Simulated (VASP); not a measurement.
Set up this calculation in VASP 6.6.1, as the native input.

```
Task                   : single point
Functional             : PBE
Potentials or basis    : VASP PAW PBE potentials, release 64 (Si)
Cutoff                 : 520 eV
k mesh                 : 13 × 13 × 13
Occupations            : gaussian, width 0.028 eV
Spin                   : no spin polarisation
Dipole correction      : no
Further INCAR settings : ALGO = Normal; EDIFF = 1e-07; NBANDS = 8
```

The structure of Si lies in POSCAR:

```
Si
1.0
   -1.6269149300      1.6269149300      1.3203298500
    1.6269149300     -1.6269149300      1.3203298500
    1.6269149300      1.6269149300     -1.3203298500
Si
1
Direct
    0.0000000000      0.0000000000      0.0000000000
```

The input as run:

INCAR

```
SYSTEM = Si
  PREC = Accurate
  ENCUT = 520
  EDIFF = 1E-7
  ISMEAR = 0
  SIGMA = 0.028000000000000004
  LREAL = .False.
  LASPH = .True.
  NELM = 100
  ALGO = Normal
  ISIF = 2
  LWAVE = .False.
  LCHARG = .False.
  GGA = PE
  NBANDS = 8
```

KPOINTS

```
regular mesh
0
Gamma
  13 13 13
  0 0 0
```

Potentials or basis: VASP PAW PBE potentials, release 64 (Si).

Launch:

```sh
$ cat potpaw_PBE.64/Si/POTCAR > POTCAR
$ mpirun -np 1 vasp_std > vasp.out
```

It gave:

| Property | Result |
| --- | --- |
| Pressure | 3.4 GPa |
| Band gap on the k mesh | zero (band 2 reaches 20.27 eV, above the bottom of band 3 at 7.04 eV) |

Wall time 17 s on 1 thread of Intel(R) Xeon(R) Platinum 8375C CPU @ 2.90GHz (Ice Lake) (shared host), peak memory 0.13 GiB.
